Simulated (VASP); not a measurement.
Runs of VASP 6.6.1 on SiC5. The structure is that of space group P6_3/mcm (No. 193), or close to it. The cells are those of the table. 

```csv
task,cell,k mesh,cutoff (eV),smearing,gap on the mesh (eV),pressure (GPa),largest force (eV/Å)
relaxation of cell and atoms,"relaxed from a = 4.725, b = 4.725, c = 7.038 Å, angles 90.0, 90.0, 120.0°, 12 atoms",4 × 4 × 3,600,gaussian 0.2 eV,none,0.1,0.01
single point,"a = 4.649, b = 4.649, c = 7.309 Å, angles 90.0, 90.0, 120.0°, 12 atoms",12 × 12 × 4,520,gaussian 0.1 eV,none,(a),0.02
single point,"a = 4.650, b = 4.650, c = 7.529 Å, angles 90.0, 90.0, 120.0°, 12 atoms",6 × 6 × 4,520,gaussian 0.2 eV,none,0.2,0.02
single point,"a = 4.653, b = 4.653, c = 7.181 Å, angles 90.0, 90.0, 120.0°, 12 atoms",4 × 4 × 3,520,gaussian 0.2 eV,none,0.1,0.03
```

Alike in all rows: level PBE; potentials or basis VASP PAW PBE potentials, release 64 (Si, C); no spin polarisation.

Task: Estimate the missing entries.

Result: (a) 0.5.

Caveats: some runs use coarse meshes; the relaxation stopped at a loose force limit of 0.08 eV/Å, so its end isn't a converged minimum (some runs).

A gap of «none» marks levels without a gap at the run's occupations.
